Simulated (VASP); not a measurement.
# LaTe (I4/mmm) in VASP: a series of runs

Runs on LaTe. Level: LDA. Tasks: single point.

All numbers are computed with VASP 6.6.1; they aren't measurements. Logs are shortened: lines on timing, memory, paths and dates and some standing lists are left out, and cuts for length are marked.

### Step 1. The cell of the first run

Symmetry: I4/mmm, No. 139, tetragonal system. Conventional cell: a = 4.541 Å, b = 4.541 Å, c = 6.294 Å, α = 90.00°, β = 90.00°, γ = 90.00°. Within 4.1 Å of La (site symmetry 4/mmm) lie 6 Te at 3.15 to 3.21 Å. Within 4.1 Å of Te (site symmetry 4/mmm) lie 6 La at 3.15 to 3.21 Å.

### Step 2. Single point, LDA (zz strain of -2 %)

Input file INCAR:

```
ALGO     = Normal         # electronic algorithm
EDIFF    = 1E-7           # SCF threshold, eV
ENCUT    = 520            # plane-wave cutoff, eV
ISIF     = 2              # what is computed and relaxed
ISMEAR   = -1             # smearing method
LASPH    = True           # aspherical terms in the spheres
LCHARG   = False          # write CHGCAR
LREAL    = False          # projectors in reciprocal space
LWAVE    = False          # write WAVECAR
NBANDS   = 16             # bands
NELM     = 100            # most SCF steps
PREC     = Accurate       # precision mode
SIGMA    = 0.08           # smearing width, eV
```

Input file KPOINTS:

```
k-points
0
Gamma
  10 10 10
```

Input file POSCAR:

```
LaTe
1.0
    0.0000000000      3.2110000000      3.1467800000
    3.2110000000      0.0000000000      3.1467800000
    3.2110000000      3.2110000000      0.0000000000
La Te
1 1
Direct
    0.0000000000      0.0000000000      0.0000000000
    0.5000000000      0.5000000000      0.5000000000
```

Potentials or basis: VASP PAW LDA potentials, release 64 (La, Te).

Command:

```sh
cat potpaw_LDA.64/La/POTCAR potpaw_LDA.64/Te/POTCAR > POTCAR
mpirun -np 1 vasp_std > vasp.out
```

OUTCAR:

```text
EDIFF = 1E-7
   ENCUT = 520
   ISIF = 2
   ISMEAR = -1
   LASPH = True
   LREAL = False
   NELM = 100
   PREC = Accurate

 ion  position               nearest neighbor table
   1  0.000  0.000  0.000-   2 3.15   2 3.15   2 3.21   2 3.21   2 3.21   2 3.21
   2  0.500  0.500  0.500-   1 3.15   1 3.15   1 3.21   1 3.21   1 3.21   1 3.21

  LATTYP: Found a body centered tetragonal cell.
 ALAT       =     4.5410397488
 C/A-ratio  =     1.3859292911

  Lattice vectors:

 A1 = (   0.0000000000,  -3.2110000000,  -3.1467800000)
 A2 = (   0.0000000000,   3.2110000000,  -3.1467800000)
 A3 = (   3.2110000000,   0.0000000000,   3.1467800000)

Analysis of symmetry for initial positions (statically):
=====================================================================
 Subroutine PRICEL returns:
 Original cell was already a primitive cell.

 Routine SETGRP: Setting up the symmetry group for a
 body centered tetragonal supercell.

 Subroutine GETGRP returns: Found 16 space group operations
 (whereof 16 operations were pure point group operations)
 out of a pool of 16 trial point group operations.

The static configuration has the point symmetry D_4h.

Analysis of symmetry for dynamics (positions and initial velocities):
=====================================================================
 Subroutine PRICEL returns:
 Original cell was already a primitive cell.

 Routine SETGRP: Setting up the symmetry group for a
 body centered tetragonal supercell.

 Subroutine GETGRP returns: Found 16 space group operations
 (whereof 16 operations were pure point group operations)
 out of a pool of 16 trial point group operations.

The dynamic configuration has the point symmetry D_4h.

 Subroutine INISYM returns: Found 16 space group operations
 (whereof 16 operations are pure point group operations),
 and found     1 'primitive' translations

----------------------------------------------------------------------------------------

                                     Primitive cell

  volume of cell :      64.8899

  direct lattice vectors                    reciprocal lattice vectors
     0.000000000  3.211000000  3.146780000    -0.155714731  0.155714731  0.158892582
     3.211000000  0.000000000  3.146780000     0.155714731 -0.155714731  0.158892582
     3.211000000  3.211000000  0.000000000     0.155714731  0.155714731 -0.158892582

  length of vectors
     4.495858691  4.495858691  4.541039749     0.271552955  0.271552955  0.271552955

  position of ions in fractional coordinates (direct lattice)
     0.000000000  0.000000000  0.000000000
     0.500000000  0.500000000  0.500000000

  ion indices of the primitive-cell ions
   primitive index   ion index
                 1           1
                 2           2

----------------------------------------------------------------------------------------

 KPOINTS: k-points

Automatic generation of k-mesh.
 Grid dimensions read from file:
 generate k-points for:   10   10   10

 Generating k-lattice:

  Cartesian coordinates                     Fractional coordinates (reciprocal lattice)
    -0.015571473  0.015571473  0.015889258     0.100000000  0.000000000  0.000000000
     0.015571473 -0.015571473  0.015889258     0.000000000  0.100000000  0.000000000
     0.015571473  0.015571473 -0.015889258     0.000000000  0.000000000  0.100000000

  Length of vectors
     0.027155295  0.027155295  0.027155295

  Shift w.r.t. Gamma in fractional coordinates (k-lattice)
     0.000000000  0.000000000  0.000000000

 Subroutine IBZKPT returns following result:
 ===========================================

 Found    102 irreducible k-points:

 Following reciprocal coordinates:
            Coordinates               Weight
  0.000000  0.000000  0.000000      1.000000
  0.100000  0.000000  0.000000      8.000000
  0.200000  0.000000  0.000000      8.000000
  0.300000  0.000000  0.000000      8.000000
  0.400000  0.000000  0.000000      8.000000
  0.500000  0.000000  0.000000      4.000000
[... 16 lines left out ...]
  0.300000  0.300000  0.000000      2.000000
  0.400000  0.300000  0.000000      8.000000
 [... further k-points ...]
   k-points           NKPTS =    102   k-points in BZ     NKDIM =    102   number of bands    NBANDS=     16
   number of dos      NEDOS =    301   number of ions     NIONS =      2
   total plane-waves  NPLWV =  46656
   dimension x,y,z NGX =    36 NGY =   36 NGZ =   36
   dimension x,y,z NGXF=    72 NGYF=   72 NGZF=   72
   ions per type =               1   1
   NGX,Y,Z   is equivalent  to a cutoff of  13.31, 13.31, 13.18 a.u.
   NGXF,Y,Z  is equivalent  to a cutoff of  26.62, 26.62, 26.36 a.u.
 SYSTEM =  unknown system
   PREC   = accura    normal or accurate (medium, high low for compatibility)
   ISTART =      0    job   : 0-new  1-cont  2-samecut
   ICHARG =      2    charge: 1-file 2-atom 10-const
   ISPIN  =      1    spin polarized calculation?
   LNONCOLLINEAR =      F non collinear calculations
   LSORBIT =      F    spin-orbit coupling
   LASPH  =      T    aspherical Exc in radial PAW
   ENCUT  =  520.0 eV  38.22 Ry    6.18 a.u.   8.36  8.36  8.44*2*pi/ulx,y,z
   NELM   =    100;   NELMIN=  2; NELMDL= -5     # of ELM steps
   EDIFF  = 0.1E-06   stopping-criterion for ELM
   LREAL  =      F    real-space projection
   EDIFFG = 0.1E-05   stopping-criterion for IOM
   NSW    =      0    number of steps for IOM
   IBRION =     -1    ionic relax: 0-MD 1-quasi-New 2-CG
   NFREE  =      0    steps in history (QN), initial steepest desc. (CG)
   ISIF   =      2    stress and relaxation
   ISYM   =      2    0-nonsym 1-usesym 2-fastsym
   POTIM  = 0.5000    time-step for ionic-motion
   TEBEG  =    0.0;   TEEND  =   0.0 temperature during run
   PSTRESS=    0.0 pullay stress
   NELECT =      17.0000    total number of electrons
   NUPDOWN=      -1.0000    fix difference up-down
   EMIN   =  10.00;   EMAX   =-10.00  energy-range for DOS
   EFERMI =   0.00;   METHOD = LEGACY
   ISMEAR =    -1;   SIGMA  =   0.08  broadening in eV -4-tet -1-fermi 0-gaus
   EFERMI_NEDOS =   21; number of points for ismear=-14 and -15
   IALGO  =     38    algorithm
   IMIX   =      4    mixing-type and parameters
     AMIX     =   0.40;   BMIX     =  1.00
     AMIX_MAG =   1.60;   BMIX_MAG =  1.00
  volume/ion in A,a.u.               =      32.44       218.95
  Fermi-wavevector in a.u.,A,eV,Ry     =   1.047528  1.979540 14.929864  1.097314
  Thomas-Fermi vector in A             =   2.182411
   LORBIT       =      0    0 simple, 1 ext, 2 COOP (PROOUT), +10 PAW based schemes
   GGA     = CA    functional components
   LHFCALC =     F    Hartree Fock is set to
   AEXX    =    0.0000 exact exchange contribution
   IVDW    =     0    specifies the selected vdW correction
   LEPSILON=     F    determine dielectric tensor
   LRPA    =     F    only Hartree local field effects (RPA)
 non-spin polarized calculation
  energy-cutoff  :      520.00
  volume of cell :       64.89
 maximum number of plane-waves:      1783
 NGX is ok and might be reduce to    36
   NGX = 17   NGY = 17   NGZ = 17

 number of electron      16.9999999 magnetization

 Free energy of the ion-electron system (eV)
  ---------------------------------------------------
  ext. energy  EPLUGINS =         0.00000000
  ---------------------------------------------------
  free energy    TOTEN  =       -12.62673069 eV

  energy without entropy =      -12.59547690  energy(sigma->0) =      -12.61110379

 E-fermi :   8.4351     XC(G=0):  -9.8682

 val. band max:        8.4223369122   @ k =  -0.4000  -0.0000   0.3000
 cond. band min:       8.4357141086   @ k =  -0.4000   0.4000   0.2000
 fundamental gap:      0.0133771964
 Fermi energy:         8.4351241376

 k-point     1 :       0.0000    0.0000    0.0000
  band No.  band energies     occupation
      1     -24.7729      2.00000
      2      -8.4984      2.00000
      3      -8.4787      2.00000
      4      -8.4787      2.00000
      5      -3.9402      2.00000
      6       6.1417      2.00000
[... 8 lines left out ...]
     15       9.9238      0.00000
     16       9.9238      0.00000

 k-point     2 :       0.1000    0.0000    0.0000
  band No.  band energies     occupation
      1     -24.7704      2.00000
      2      -8.5489      2.00000
      3      -8.4902      2.00000
      4      -8.4809      2.00000
      5      -3.8261      2.00000
      6       5.7013      2.00000
[... 8 lines left out ...]
     15       9.9276      0.00000
     16       9.9476      0.00000

 k-point     3 :       0.2000    0.0000    0.0000
  band No.  band energies     occupation
      1     -24.7637      2.00000
      2      -8.6983      2.00000
      3      -8.4930      2.00000
      4      -8.4867      2.00000
      5      -3.5295      2.00000
      6       4.8096      2.00000
[... 8 lines left out ...]
     15       9.9320      0.00000
     16      10.0025      0.00000

 k-point     4 :       0.3000    0.0000    0.0000
  band No.  band energies     occupation
      1     -24.7554      2.00000
      2      -8.8678      2.00000
      3      -8.4952      2.00000
      4      -8.4937      2.00000
      5      -3.1599      2.00000
      6       3.9598      2.00000
[... 8 lines left out ...]
     15       9.9365      0.00000
     16      10.1543      0.00000

 k-point     5 :       0.4000    0.0000    0.0000
  band No.  band energies     occupation
      1     -24.7487      2.00000
      2      -8.9945      2.00000
      3      -8.4994      2.00000
      4      -8.4967      2.00000
      5      -2.8504      2.00000
      6       3.3618      2.00000
[... 8 lines left out ...]
     15       9.9401      0.00000
     16      10.4557      0.00000

 k-point     6 :       0.5000    0.0000    0.0000
  band No.  band energies     occupation
      1     -24.7461      2.00000
      2      -9.0408      2.00000
      3      -8.5015      2.00000
      4      -8.4973      2.00000
      5      -2.7279      2.00000
      6       3.1442      2.00000
[... 8 lines left out ...]
     15       9.9415      0.00000
     16      10.6585      0.00000

 k-point     7 :       0.1000    0.1000    0.0000
  band No.  band energies     occupation
      1     -24.7693      2.00000
      2      -8.5613      2.00000
      3      -8.4920      2.00000
      4      -8.4920      2.00000
      5      -3.7809      2.00000
      6       5.3572      2.00000
[... 8 lines left out ...]
     15       9.9431      0.00000
     16       9.9431      0.00000

 k-point     8 :       0.2000    0.1000    0.0000
  band No.  band energies     occupation
      1     -24.7639      2.00000
      2      -8.6676      2.00000
      3      -8.5050      2.00000
      4      -8.4974      2.00000
      5      -3.5604      2.00000
      6       4.7004      2.00000
[... 8 lines left out ...]
     15       9.9375      0.00000
     16       9.9787      0.00000

 k-point     9 :       0.3000    0.1000    0.0000
  band No.  band energies     occupation
      1     -24.7561      2.00000
      2      -8.8194      2.00000
      3      -8.5149      2.00000
      4      -8.5008      2.00000
      5      -3.2507      2.00000
      6       4.0736      2.00000
[... 8 lines left out ...]
     15       9.9322      0.00000
     16      10.0554      0.00000
[... 172 lines left out ...]
 k-point    19 :       0.5000    0.2000    0.0000
  band No.  band energies     occupation
      1     -24.7423      2.00000
      2      -8.9351      2.00000
      3      -8.5845      2.00000
      4      -8.5430      2.00000
      5      -3.0334      2.00000
      6       3.7596      2.00000
[... 8 lines left out ...]
     15       9.9111      0.00000
     16      10.1973      0.00000

 k-point    20 :      -0.4000    0.2000    0.0000
  band No.  band energies     occupation
      1     -24.7421      2.00000
      2      -8.9338      2.00000
      3      -8.6135      2.00000
      4      -8.5250      2.00000
      5      -2.9908      2.00000
      6       3.6326      2.00000
[... 8 lines left out ...]
     15       9.9044      0.00000
     16      10.3656      0.00000

 k-point    21 :      -0.3000    0.2000    0.0000
  band No.  band energies     occupation
      1     -24.7460      2.00000
      2      -8.8803      2.00000
      3      -8.6255      2.00000
      4      -8.5029      2.00000
      5      -3.0544      2.00000
      6       3.6590      2.00000
[... 8 lines left out ...]
     15       9.9054      0.00000
     16      10.3472      0.00000

 k-point    22 :      -0.2000    0.2000    0.0000
  band No.  band energies     occupation
      1     -24.7526      2.00000
      2      -8.8065      2.00000
      3      -8.6004      2.00000
      4      -8.4854      2.00000
      5      -3.2085      2.00000
      6       3.9084      2.00000
[... 8 lines left out ...]
     15       9.9142      0.00000
     16      10.1424      0.00000

 k-point    23 :       0.3000    0.3000    0.0000
  band No.  band energies     occupation
      1     -24.7483      2.00000
      2      -8.7876      2.00000
      3      -8.5706      2.00000
      4      -8.5706      2.00000
      5      -3.3688      2.00000
      6       4.0739      2.00000
[... 8 lines left out ...]
     15      10.0432      0.00000
     16      10.0816      0.00000

 k-point    24 :       0.4000    0.3000    0.0000
  band No.  band energies     occupation
      1     -24.7427      2.00000
      2      -8.8287      2.00000
      3      -8.5949      2.00000
      4      -8.5840      2.00000
      5      -3.3616      2.00000
      6       4.2296      2.00000
[... 8 lines left out ...]
     15       9.9673      0.00000
     16      10.1149      0.00000

 [... further k-points ...]
[... 5 lines left out ...]
  --------------------------------------------------------------------------------------
  -------------------------------------------------------------------------------------
  Total       -0.7726960     -0.7726960      0.4802382      0.0000000      0.0000000      0.0000000
  in kB      -19.0784146    -19.0784146     11.8574218      0.0000000      0.0000000      0.0000000
  external PRESSURE =      -8.7664691 kB  Pullay stress =       0.0000000 kB

 VOLUME and BASIS-vectors are now :
 -----------------------------------------------------------------------------
  energy-cutoff  :      520.00
  volume of cell :       64.89
      direct lattice vectors                 reciprocal lattice vectors
     0.000000000  3.211000000  3.146780000    -0.155714731  0.155714731  0.158892582
     3.211000000  0.000000000  3.146780000     0.155714731 -0.155714731  0.158892582
     3.211000000  3.211000000  0.000000000     0.155714731  0.155714731 -0.158892582

 POSITION                                       TOTAL-FORCE (eV/Angst)
 -----------------------------------------------------------------------------------
      0.00000      0.00000      0.00000         0.000000      0.000000      0.000000
      3.21100      3.21100      3.14678         0.000000      0.000000      0.000000
 -----------------------------------------------------------------------------------
    total drift:                                0.000000      0.000000      0.000000

  FREE ENERGIE OF THE ION-ELECTRON SYSTEM (eV)
  ---------------------------------------------------
  free  energy   TOTEN  =       -12.6267306906 eV

  energy  without entropy=      -12.5954768977  energy(sigma->0) =      -12.61110379
```

It took 2.6 min on 1 thread of Intel Xeon Platinum 8375C at 2.90GHz (Ice Lake), shared host; peak memory 0.27 GiB.

Results:

| Property | Result |
| --- | --- |
| Free energy | -12.6267 eV |
| Pressure | -0.9 GPa |

Caveat: the cell differs from its parent crystal (zz strain of -2 %); spin-orbit coupling is left out, which moves the levels of the heavy elements.

### Step 3. Single point, LDA (zz strain of -1 %)

Input file INCAR:

```
PREC = Accurate
ENCUT = 520
EDIFF = 1E-6
ISMEAR = -1
SIGMA = 0.08
LREAL = False
LASPH = True
NELM = 100
ALGO = Normal
ISIF = 2
LWAVE = False
LCHARG = True
GGA = CA
LELF = True
LVHAR = True
NBANDS = 16
```

Input file KPOINTS:

```
regular mesh
0
Gamma
  10 10 10
```

Input file POSCAR:

```
LaTe
1.0
    0.0000000000      3.2110000000      3.1788900000
    3.2110000000      0.0000000000      3.1788900000
    3.2110000000      3.2110000000      0.0000000000
La Te
1 1
Direct
    0.0000000000      0.0000000000      0.0000000000
    0.5000000000      0.5000000000      0.5000000000
```

Potentials or basis: VASP PAW LDA potentials, release 64 (La, Te).

Command:

```sh
cat potpaw_LDA.64/La/POTCAR potpaw_LDA.64/Te/POTCAR > POTCAR
mpirun -np 1 vasp_std > vasp.out
```

Run time: 2.6 min. Hardware: 1 thread of Intel Xeon Platinum 8375C at 2.90GHz (Ice Lake), shared host; peak memory 0.28 GiB.

It converged, with:

```yaml
Free_energy: -12.6279 eV
Pressure: -1.5 GPa
```

Stress tensor (GPa, compression positive):
```
-2.00  0.00  0.00
 0.00 -2.00  0.00
 0.00  0.00 -0.57
```

Levels at points of the mesh, in eV from the Fermi level:
| k point | band 7 | band 8 | band 9 | band 10 | band 11 | band 12 |
| --- | --- | --- | --- | --- | --- | --- |
| (0.00, 0.00, 0.00) | -2.29 | -2.25 | -0.04 | -0.04 | 0.03 | 0.65 |
| (0.50, 0.00, 0.00) | -3.90 | -3.90 | 0.76 | 1.10 | 1.11 | 1.33 |
| (0.50, 0.50, 0.00) | -2.69 | -2.69 | -1.63 | 1.20 | 1.20 | 1.29 |
| (0.50, 0.00, 0.50) | -2.68 | -2.64 | -1.64 | 1.20 | 1.21 | 1.28 |

Caveat: the cell differs from its parent crystal (zz strain of -1 %); spin-orbit coupling is left out, which moves the levels of the heavy elements.
